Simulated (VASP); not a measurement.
The system is SiC.

```
Si C
1.0
     3.05536    0.00000    0.00000
    -1.52768    2.64602    0.00000
     0.00000    0.00000    5.01412
Si C
2 2
Cartesian
  1.5277 0.8820 2.5071
  0.0000 1.7640 0.0000
  1.5277 0.8820 4.4375
  0.0000 1.7640 1.9304
```

Base run:

```yaml
Program: VASP 6.6.1
Functional: r2SCAN
Dispersion: D4
Potentials_or_basis: VASP PAW PBE potentials, release 64 (Si, C)
Cutoff: 520 eV
k_mesh: 10 × 10 × 5
Occupations: fermi-dirac, width 0.05 eV
Spin: no spin polarisation
```

Its results: band gap on the k mesh 2.83 eV (least direct gap 4.64 eV); pressure 3.2 GPa; largest force 0.799 eV/Å.

Q: The run is repeated on the same cell with these changes: functional from r2SCAN to b88 exchange, pbe correlation; dispersion from D4 to none; cutoff from 520 eV to 600 eV. What comes out?

A: Band gap on the k mesh 2.45 eV (least direct gap 4.12 eV); pressure 8.4 GPa; largest force 0.786 eV/Å.

Several settings changed at once.

Caveats: the cell stands under pressure; the PAW data sets were made with another functional, which shifts forces and pressure a little; an odd mesh through Γ misses points on the zone boundary, where band edges can lie.
